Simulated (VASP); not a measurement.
# Be2Te (P4_2/mnm) in VASP: further runs

Runs on Be2Te. Level: PBE. Tasks: single point.

Program: VASP 6.6.1. These are calculated values, not measurements. Logs are shortened: lines on timing, memory, paths and dates and some standing lists are left out, and cuts for length are marked.

## Step 1: The cell of the first run

Symmetry: P4_2/mnm, No. 136, tetragonal system. The conventional cell has a = 5.824 Å, b = 5.824 Å, c = 3.788 Å, α = 90.00°, β = 90.00°, γ = 90.00°. Be (site symmetry m2m) has 3 Te at 2.45 to 2.53 Å within 3.2 Å. Within 3.2 Å of Te (site symmetry mmm) lie 6 Be at 2.45 to 2.53 Å.

## Step 2: Single point, PBE

INCAR

```
SYSTEM = Be2Te
PREC = Accurate ; ENCUT = 520
EDIFF = 1E-6 ; ISMEAR = 0
SIGMA = 0.1 ; LREAL = .False.
LASPH = .True. ; NELM = 80
ALGO = Normal ; ISIF = 2
LWAVE = .False. ; LCHARG = .False.
GGA = PE ; NBANDS = 19
```

KPOINTS

```
Automatic mesh
0
Gamma
  4 4 6
  0 0 0
```

POSCAR

```
Be2Te
1.0
    5.8235911600      0.0000000000      0.0000000000
    0.0000000000      5.8235911600      0.0000000000
    0.0000000000      0.0000000000      3.7879342043
Be Te
4 2
Direct
    0.2970049651      0.2970049651      0.0000000000
    0.2029950349      0.7970049651      0.5000000000
    0.7029950349      0.7029950349      0.0000000000
    0.7970049651      0.2029950349      0.5000000000
    0.0000000000      0.0000000000      0.0000000000
    0.5000000000      0.5000000000      0.5000000000
```

Potentials or basis: VASP PAW PBE potentials, release 64 (Be, Te).

Command:

```bash
$ cat potpaw_PBE.64/Be/POTCAR potpaw_PBE.64/Te/POTCAR > POTCAR
$ mpirun -np 1 vasp_std > vasp.out
```

OUTCAR:

```text
SYSTEM = Be2Te
   PREC = Accurate
   ENCUT = 520
   EDIFF = 1E-6
   ISMEAR = 0
   LREAL = .False.
   LASPH = .True.
   NELM = 80
   ISIF = 2
   GGA = PE

 ion  position               nearest neighbor table
   1  0.297  0.297  0.000-   5 2.45   6 2.53   6 2.53
   2  0.203  0.797  0.500-   6 2.45   5 2.53   5 2.53
   3  0.703  0.703  0.000-   5 2.45   6 2.53   6 2.53
   4  0.797  0.203  0.500-   6 2.45   5 2.53   5 2.53
   5  0.000  0.000  0.000-   1 2.45   3 2.45   2 2.53   4 2.53   2 2.53   4 2.53
   6  0.500  0.500  0.500-   2 2.45   4 2.45   3 2.53   1 2.53   1 2.53   3 2.53

  LATTYP: Found a simple tetragonal cell.
 ALAT       =     5.8235911600
 C/A-ratio  =     0.6504464514

  Lattice vectors:

 A1 = (   5.8235911600,   0.0000000000,   0.0000000000)
 A2 = (   0.0000000000,   5.8235911600,   0.0000000000)
 A3 = (   0.0000000000,   0.0000000000,   3.7879342043)

Analysis of symmetry for initial positions (statically):
=====================================================================
 Subroutine PRICEL returns:
 Original cell was already a primitive cell.

 Routine SETGRP: Setting up the symmetry group for a
 simple tetragonal supercell.

 Subroutine GETGRP returns: Found 16 space group operations
 (whereof  8 operations were pure point group operations)
 out of a pool of 16 trial point group operations.

The static configuration has the point symmetry D_2h.
 The point group associated with its full space group is D_4h.

Analysis of symmetry for dynamics (positions and initial velocities):
=====================================================================
 Subroutine PRICEL returns:
 Original cell was already a primitive cell.

 Routine SETGRP: Setting up the symmetry group for a
 simple tetragonal supercell.

 Subroutine GETGRP returns: Found 16 space group operations
 (whereof  8 operations were pure point group operations)
 out of a pool of 16 trial point group operations.

The dynamic configuration has the point symmetry D_2h.
 The point group associated with its full space group is D_4h.

 Subroutine INISYM returns: Found 16 space group operations
 (whereof  8 operations are pure point group operations),
 and found     1 'primitive' translations

----------------------------------------------------------------------------------------

                                     Primitive cell

  volume of cell :     128.4648

  direct lattice vectors                    reciprocal lattice vectors
     5.823591160  0.000000000  0.000000000     0.171715351  0.000000000  0.000000000
[... 98 lines left out ...]
   NFREE  =      0    steps in history (QN), initial steepest desc. (CG)
   ISIF   =      2    stress and relaxation
   ISYM   =      2    0-nonsym 1-usesym 2-fastsym
   POTIM  = 0.5000    time-step for ionic-motion
   TEBEG  =    0.0;   TEEND  =   0.0 temperature during run
   PSTRESS=    0.0 pullay stress
   NELECT =      20.0000    total number of electrons
   NUPDOWN=      -1.0000    fix difference up-down
   EMIN   =  10.00;   EMAX   =-10.00  energy-range for DOS
   EFERMI =   0.00;   METHOD = LEGACY
   ISMEAR =     0;   SIGMA  =   0.10  broadening in eV -4-tet -1-fermi 0-gaus
   EFERMI_NEDOS =   21; number of points for ismear=-14 and -15
   IALGO  =     38    algorithm
   IMIX   =      4    mixing-type and parameters
     AMIX     =   0.40;   BMIX     =  1.00
     AMIX_MAG =   1.60;   BMIX_MAG =  1.00
  volume/ion in A,a.u.               =      21.41       144.49
  Fermi-wavevector in a.u.,A,eV,Ry     =   0.880691  1.664264 10.552899  0.775616
  Thomas-Fermi vector in A             =   2.001085
   LORBIT       =      0    0 simple, 1 ext, 2 COOP (PROOUT), +10 PAW based schemes
   GGA     = PE    functional components
   LHFCALC =     F    Hartree Fock is set to
   AEXX    =    0.0000 exact exchange contribution
   IVDW    =     0    specifies the selected vdW correction
   LEPSILON=     F    determine dielectric tensor
   LRPA    =     F    only Hartree local field effects (RPA)
 non-spin polarized calculation
 Gauss-broadening in eV      SIGMA  =   0.10
  energy-cutoff  :      520.00
  volume of cell :      128.46
 maximum number of plane-waves:      3498
 NGX is ok and might be reduce to    48
   NGX = 21   NGY = 21   NGZ = 15

 number of electron      20.0000001 magnetization

 Free energy of the ion-electron system (eV)
  ---------------------------------------------------
  ext. energy  EPLUGINS =         0.00000000
  ---------------------------------------------------
  free energy    TOTEN  =       -14.91229155 eV

  energy without entropy =      -14.88838361  energy(sigma->0) =      -14.90033758

 E-fermi :   5.1017     XC(G=0):  -8.7304

 val. band max:        5.0789975638   @ k =   0.2500   0.0000   0.1667
 cond. band min:       5.1024996173   @ k =   0.0000   0.0000   0.3333
 fundamental gap:      0.0235020535
 Fermi energy:         5.1016906982

 k-point     1 :       0.0000    0.0000    0.0000
  band No.  band energies     occupation
      1      -8.5984      2.00000
      2      -7.9106      2.00000
      3      -1.2924      2.00000
      4      -1.2924      2.00000
      5       0.7021      2.00000
      6       0.7021      2.00000
[... 505 lines left out ...]
      6      -0.3004      2.00000
[... 11 lines left out ...]
     18       8.0033      0.00000
     19      10.4445      0.00000

------------------------ aborting loop because EDIFF is reached ----------------------------------------

  FORCE on cell =-STRESS in cart. coord.  units (eV):
  Direction    XX          YY          ZZ          XY          YZ          ZX
  --------------------------------------------------------------------------------------
  -------------------------------------------------------------------------------------
  Total        0.3591580      0.3591580     -0.1714348      0.0000000      0.0000000      0.0000000
  in kB        4.4793180      4.4793180     -2.1380866      0.0000000      0.0000000      0.0000000
  external PRESSURE =       2.2735165 kB  Pullay stress =       0.0000000 kB

 VOLUME and BASIS-vectors are now :
 -----------------------------------------------------------------------------
  energy-cutoff  :      520.00
  volume of cell :      128.46
      direct lattice vectors                 reciprocal lattice vectors
     5.823591160  0.000000000  0.000000000     0.171715351  0.000000000  0.000000000
     0.000000000  5.823591160  0.000000000     0.000000000  0.171715351  0.000000000
     0.000000000  0.000000000  3.787934204     0.000000000  0.000000000  0.263996138

 POSITION                                       TOTAL-FORCE (eV/Angst)
 -----------------------------------------------------------------------------------
      1.72964      1.72964      0.00000         0.038079      0.038079      0.000000
      1.18216      4.64143      1.89397        -0.038079      0.038079      0.000000
      4.09396      4.09396      0.00000        -0.038079     -0.038079      0.000000
      4.64143      1.18216      1.89397         0.038079     -0.038079      0.000000
      0.00000      0.00000      0.00000         0.000000      0.000000      0.000000
      2.91180      2.91180      1.89397         0.000000      0.000000      0.000000
 -----------------------------------------------------------------------------------
    total drift:                                0.000000     -0.000000      0.000000

  FREE ENERGIE OF THE ION-ELECTRON SYSTEM (eV)
  ---------------------------------------------------
  free  energy   TOTEN  =       -14.9122915509 eV

  energy  without entropy=      -14.8883836110  energy(sigma->0) =      -14.90033758
```

OSZICAR:

```text
N       E                     dE             d eps       ncg     rms          rms(c)
DAV:   1     0.528908263247E+02    0.52891E+02   -0.68482E+03   912   0.814E+02
DAV:   2    -0.107733525423E+02   -0.63664E+02   -0.60866E+02  1221   0.130E+02
DAV:   3    -0.148964689944E+02   -0.41231E+01   -0.40593E+01  1232   0.330E+01
DAV:   4    -0.149715780856E+02   -0.75109E-01   -0.75015E-01  1196   0.478E+00
DAV:   5    -0.149729575155E+02   -0.13794E-02   -0.13794E-02  1192   0.667E-01    0.957E+00
DAV:   6    -0.149225861652E+02    0.50371E-01   -0.56231E-02  1057   0.927E-01    0.595E+00
DAV:   7    -0.149137026739E+02    0.88835E-02   -0.90540E-02  1045   0.113E+00    0.602E-01
DAV:   8    -0.149123689891E+02    0.13337E-02   -0.94427E-03  1035   0.442E-01    0.150E-01
DAV:   9    -0.149122914074E+02    0.77582E-04   -0.32697E-04  1221   0.963E-02    0.308E-02
DAV:  10    -0.149122914657E+02   -0.58339E-07   -0.40962E-05  1166   0.259E-02    0.169E-02
DAV:  11    -0.149122915509E+02   -0.85222E-07   -0.47808E-06  1031   0.108E-02
   1 F= -.14912292E+02 E0= -.14900338E+02  d E =-.239079E-01
```

Run time: 23 s. Hardware: 1 thread of AMD EPYC 9R45 (Zen 5), shared host; peak memory 0.23 GiB.

What came out:

```
Free energy            : -14.9123 eV
Pressure               : 0.2 GPa
Largest force          : 0.054 eV/Å
Band gap on the k mesh : zero (band 10 reaches 5.41 eV, above the bottom of band 11 at 4.37 eV)
```

Forces on the atoms (eV/Å):
```
Be   0.038  0.038  0.000
Be  -0.038  0.038  0.000
Be  -0.038 -0.038  0.000
Be   0.038 -0.038  0.000
Te   0.000  0.000  0.000
Te   0.000  0.000  0.000
```

Caveat: spin-orbit coupling is left out, which moves the levels of the heavy elements.

## Step 3: Single point, PBE

This run uses another cell than the first one, of 21.55 Å³/atom, 1.007 times its volume.

INCAR

```
ALGO = Fast
EDIFF = 1E-6
ENCUT = 520
GGA = PE
ISIF = 2
ISMEAR = 0
LASPH = True
LCHARG = False
LREAL = False
LWAVE = False
NBANDS = 19
NELM = 80
PREC = Accurate
SIGMA = 0.1
```

KPOINTS

```
k-points
0
Gamma
  6 6 10
```

POSCAR

```
Be2Te
1.0
    5.8556310614      0.0000000000      0.0000000000
    0.0000000000      5.8556310614      0.0000000000
    0.0000000000      0.0000000000      3.7715012222
Be Te
4 2
Direct
    0.2978431725      0.2978431725      0.0000000000
    0.2021568275      0.7978431725      0.5000000000
    0.7021568275      0.7021568275      0.0000000000
    0.7978431725      0.2021568275      0.5000000000
    0.0000000000      0.0000000000      0.0000000000
    0.5000000000      0.5000000000      0.5000000000
```

Potentials or basis: VASP PAW PBE potentials, release 64 (Be, Te).

Command:

```bash
$ cat potpaw_PBE.64/Be/POTCAR potpaw_PBE.64/Te/POTCAR > POTCAR
$ mpirun -np 1 vasp_std > vasp.out
```

It took 80 s on 1 thread of AMD EPYC 9R45 (Zen 5), shared host; peak memory 0.29 GiB.

Results (log left out):

* Free energy: -14.9293 eV
* Pressure: 0.1 GPa
* Largest force: 0.005 eV/Å
* Band gap on the k mesh: zero (band 10 reaches 5.44 eV, above the bottom of band 11 at 4.30 eV)

Forces on the atoms (eV/Å):
```
Be  -0.004 -0.004  0.000
Be   0.004 -0.004  0.000
Be   0.004  0.004  0.000
Be  -0.004  0.004  0.000
Te   0.000  0.000  0.000
Te   0.000  0.000  0.000
```

Levels at points of the mesh, in eV from the Fermi level:
```tsv
k point	band 8	band 9	band 10	band 11	band 12	band 13
(0.00, 0.00, 0.00)	-2.05	-2.04	-1.17	-0.71	1.39	1.60
(0.50, 0.00, 0.00)	-2.81	0.31	0.31	0.70	0.70	2.05
(0.50, 0.50, 0.00)	-2.76	-0.35	-0.35	1.82	1.82	1.85
(0.00, 0.00, 0.50)	-4.50	-0.11	-0.11	0.36	0.36	0.81
(0.50, 0.00, 0.50)	-4.37	-1.40	-1.40	-0.58	-0.58	2.27
(0.50, 0.50, 0.50)	-4.94	-0.14	-0.14	1.07	1.07	1.14
```

Caveat: spin-orbit coupling is left out, which moves the levels of the heavy elements.
